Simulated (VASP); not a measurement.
CoSn, 6 atoms in the cell. Symmetry: P6/mmm, No. 191, hexagonal system. Conventional cell: a = 5.246 Å, b = 5.246 Å, c = 4.188 Å, α = 90.00°, β = 90.00°, γ = 120.00°. Co (site symmetry mmm) has 6 Sn at 2.58 to 2.62 Å and 4 Co at 2.62 Å within 3.4 Å. Within 3.4 Å of Sn (site symmetry -6m2) lie 6 Co at 2.58 Å and 3 Sn at 3.03 Å. Within 3.5 Å of Sn (site symmetry 6/mmm) lie 6 Co at 2.62 Å. 

```yaml
Program: VASP 6.6.1
Task: electric field gradients
Functional: PBE
Potentials_or_basis: VASP PAW PBE potentials, release 64 (Co, Sn_d)
Cutoff: 520 eV
k_mesh: 7 × 7 × 7
Occupations: fermi-dirac, width 0.05 eV
Spin: collinear spin, ferromagnetic start
Starting_moments: "[2.0, 2.0, 2.0, 0.0, 0.0, 0.0] μB"
Dipole_correction: no
Further_INCAR_settings: ALGO = Normal; EDIFF = 1e-08; NBANDS = 48
```

Potentials or basis: VASP PAW PBE potentials, release 64 (Co, Sn_d).

Command:

```bash
$ cat potpaw_PBE.64/Co/POTCAR potpaw_PBE.64/Sn_d/POTCAR > POTCAR
$ mpirun -np 1 vasp_std > vasp.out
```

Hardware: 1 thread of Intel(R) Xeon(R) Platinum 8259CL CPU @ 2.50GHz (Skylake/Cascade Lake), on a shared host.

Q: Estimate the wall time of this run.

A: Run time: 6 min on 1 thread of Intel(R) Xeon(R) Platinum 8259CL CPU @ 2.50GHz (Skylake/Cascade Lake), on a shared host, peak memory 0.39 GiB. Counts: scf iterations 19, k points 32.
